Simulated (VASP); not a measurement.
Runs of VASP 6.6.1 on Ti. The structure is that of space group Im-3m (No. 229), or close to it. The cells are those of the table. 

```tsv
cell	further INCAR settings	gap on the mesh (eV)	pressure (GPa)
a = 2.735 Å, angles 112.2, 108.1, 108.1°, 1 atom	ALGO = Fast; EDIFF = 1e-07; NBANDS = 12	none	6.0
a = 2.804 Å, angles 108.1, 110.1, 110.1°, 1 atom	ALGO = Fast; EDIFF = 1e-07; NBANDS = 12	none	(a)
a = 2.757 Å, angles 110.8, 108.8, 108.8°, 1 atom	ALGO = Fast; EDIFF = 1e-07; NBANDS = 12	none	2.7
a = 2.827 Å, angles 106.8, 110.8, 110.8°, 1 atom	ALGO = Fast; EDIFF = 1e-06; NBANDS = 12	none	-5.2
```

Alike in all rows: task single point; level PBEsol; potentials or basis VASP PAW PBE potentials, release 64 (Ti_sv); no spin polarisation; k mesh 26 × 26 × 26; cutoff (eV) 520; smearing gaussian 0.15 eV.

Q: Fill in the values left out.

A: (a) -2.9.

Caveats: the PAW data sets were made with another functional, which shifts forces and pressure a little; the cell stands under pressure (at least some runs); the cell stands under tension (at least some runs).

A gap of «none» marks levels without a gap at the run's occupations.
